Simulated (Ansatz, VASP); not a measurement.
# BN: VASP beside Ansatz

```
CELL_PARAMETERS angstrom
2.56659 0.00000 0.00000
-1.28330 2.22273 0.00000
0.00000 0.00000 6.99426
ATOMIC_POSITIONS crystal
B 0.33333 0.66667 0.25000
B 0.66667 0.33333 0.75000
N 0.33333 0.66667 0.75000
N 0.66667 0.33333 0.25000
```

Change from the starting cell: strain +0.025 along x and y, +0.050 along z, atoms carried along.

Alike in both runs: task single point; functional r2SCAN; k mesh 12 × 12 × 4; occupations gaussian, width 0.05 eV; no spin polarisation.

|  | VASP | Ansatz |
| --- | --- | --- |
| version | VASP 6.6.1 | Ansatz 0.2.0 |
| potentials or method | VASP PAW PBE potentials, release 64 (B, N), cutoff 520 eV | scalar-relativistic, plane waves, PAW |
| valence electrons in the cell | 16 | 16 |

```tsv
	VASP	Ansatz	Ansatz less VASP
gap on the k mesh at the Fermi level (eV)	4.81	4.77	-0.034
least direct gap on the mesh (eV)	5.16	5.11	-0.052
pressure (GPa)	-16.1	-16.4	-0.32
traceless stress, the component that is largest in VASP (GPa)	15.53	16.10	+0.570
```

VASP's potentials were made for PBE, not for r2SCAN. With one functional, cell and mesh, what is left measures potentials, basis and numerics.
